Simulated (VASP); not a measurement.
Wanted: the native input for a VASP 6.6.1 run.

| Property | Result |
| --- | --- |
| Task | relaxation of cell and atoms |
| Functional | r2SCAN |
| Potentials or basis | VASP PAW PBE potentials, release 64 (Au) |
| Cutoff | 600 eV |
| k mesh | 11 × 11 × 11 |
| Occupations | fermi-dirac, width 0.05 eV |
| Spin | no spin polarisation |
| Target pressure | 30 GPa |
| Dipole correction | no |
| Further INCAR settings | ALGO = Normal; EDIFF = 1e-06; IBRION = 2; EDIFFG = -0.01; NSW = 60; ISIF = 3 |

The system is Au.

```
Au
1.0
    -1.65727    1.65727    1.65727
     1.65727   -1.65727    1.65727
     1.65727    1.65727   -1.65727
Au
1
Direct
  0.00000 0.00000 0.00000
```

These files were run (other wordings do the same):

POSCAR

```
Au
1.0
   -1.6572690000      1.6572690000      1.6572690000
    1.6572690000     -1.6572690000      1.6572690000
    1.6572690000      1.6572690000     -1.6572690000
Au
1
Direct
    0.0000000000      0.0000000000      0.0000000000
```

INCAR.step1

```
ALGO     = Normal         # electronic algorithm
EDIFF    = 1E-4           # SCF threshold, eV
ENCUT    = 600            # plane-wave cutoff, eV
GGA      = PE             # functional
ISMEAR   = -1             # smearing method
LASPH    = T              # aspherical terms in the spheres
LCHARG   = F              # write CHGCAR
LREAL    = F              # projectors in reciprocal space
LWAVE    = T              # write WAVECAR
NELM     = 80             # most SCF steps
PREC     = Accurate       # precision mode
SIGMA    = 0.05           # smearing width, eV
```

INCAR.step2

```
ALGO     = Normal         # electronic algorithm
EDIFF    = 1E-6           # SCF threshold, eV
EDIFFG   = -0.01          # ionic threshold
ENCUT    = 600            # plane-wave cutoff, eV
IBRION   = 2              # ionic algorithm
ISIF     = 3              # what is computed and relaxed
ISMEAR   = -1             # smearing method
ISTART   = 1            
LASPH    = T              # aspherical terms in the spheres
LCHARG   = F              # write CHGCAR
LMIXTAU  = T            
LREAL    = F              # projectors in reciprocal space
LWAVE    = F              # write WAVECAR
METAGGA  = R2SCAN         # meta-GGA
NELM     = 80             # most SCF steps
NSW      = 60             # ionic steps
PREC     = Accurate       # precision mode
PSTRESS  = 300.0        
SIGMA    = 0.05           # smearing width, eV
```

KPOINTS

```
k-points
0
Gamma
  11 11 11
```

Potentials or basis: VASP PAW PBE potentials, release 64 (Au).

Run with:

```sh
$ cat potpaw_PBE.64/Au/POTCAR > POTCAR
$ cp INCAR.step1 INCAR
$ mpirun -np 1 vasp_std > vasp.out
$ cp INCAR.step2 INCAR
$ mpirun -np 1 vasp_std > vasp.out
```

Results of the run:

```json
{
 "Relaxed volume": "15.44 Å³/atom",
 "Relaxed cell": "a = 2.717 Å, b = 2.717 Å, c = 2.717 Å, α = 109.47°, β = 109.47°, γ = 109.47°",
 "Space group after relaxing (to 0.05 Å)": "Im-3m (No. 229)",
 "Energy change on relaxing (the enthalpy is what falls)": "+175.4 meV/atom",
 "Ionic steps": "5",
 "Pressure after relaxing": "30.1 GPa"
}
```

Caveat: the cell is relaxed towards a set pressure, so the enthalpy falls and the energy may rise; the volume moved by over 15 % at a fixed basis, so the end points are rough; the PAW data sets were made with another functional, which shifts forces and pressure a little.

Run time: 4.2 min on 1 thread of AMD EPYC 7R43 64-Core Processor (Zen 3), on a shared host, peak memory 0.15 GiB.
